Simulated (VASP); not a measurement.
Crystal: CuO.

```
Cu O
1.0
     1.95032   -2.10959    0.00000
     1.95032    2.10959    0.00000
     0.00000    0.00000    5.05068
Cu O
2 2
Direct
  0.50000 0.00000 0.00000
  0.00000 0.50000 0.50000
  0.50000 0.50000 0.25000
  0.50000 0.50000 0.75000
```

Base run:

```yaml
Program: VASP 6.6.1
Functional: LDA
Potentials_or_basis: VASP PAW LDA potentials, release 64 (Cu, O)
Cutoff: 520 eV
k_mesh: 9 × 9 × 5
Occupations: fermi-dirac, width 0.05 eV
Spin: no spin polarisation
```

Its results: band gap on the k mesh zero (band 17 reaches 6.00 eV, above the bottom of band 18 at 5.08 eV); pressure -1.4 GPa.

Question: The run is repeated on the same cell with these changes: functional from LDA to PBEsol; potentials or basis from VASP PAW LDA potentials, release 64 (Cu, O) to VASP PAW PBE potentials, release 64 (Cu, O). What comes out?

Answer: Band gap on the k mesh zero (band 17 reaches 6.17 eV, above the bottom of band 18 at 5.25 eV); pressure 5.2 GPa.

Caveats: semilocal functionals often make such compounds metallic where correlation or magnetic order opens a gap, which also shifts bond lengths; the PAW data sets were made with another functional, which shifts forces and pressure a little (some runs).
